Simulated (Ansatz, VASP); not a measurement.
## One calculation of Na2Bi, two programs

```
CELL_PARAMETERS angstrom
5.32817 0.00000 0.00000
-2.66409 4.61433 0.00000
0.00000 0.00000 3.54435
ATOMIC_POSITIONS crystal
Na 0.66667 0.33333 0.65977
Na 0.33333 0.66667 0.34023
Bi 0.00000 0.00000 0.00000
```

Alike in both runs: functional PBE; k mesh 9 × 9 × 12; occupations gaussian, width 0.1 eV; no spin polarisation.

Ansatz relaxed the structure, and its values are those at the end. VASP's run is a single point on that final structure, the one shown.

|  | VASP | Ansatz |
| --- | --- | --- |
| version | VASP 6.6.1 | Ansatz 0.2.0 |
| potentials or method | VASP PAW PBE potentials, release 64 (Na_pv, Bi_d), cutoff 520 eV | scalar-relativistic, plane waves, PAW |
| valence electrons in the cell | 29 | 33 |

```tsv
	VASP	Ansatz	Ansatz less VASP
gap on the k mesh at the Fermi level (eV)	none	none	-
pressure (GPa)	0.0	0.0	+0.01
```

A gap of «none» marks a metal or a gap that the smearing closes. With one functional, cell and mesh, what is left measures potentials, basis and numerics. VASP's potentials hold 29 valence electrons a cell and Ansatz's 33, so a difference there can come from the potentials and not from the codes.

Neither program's run includes spin-orbit coupling.
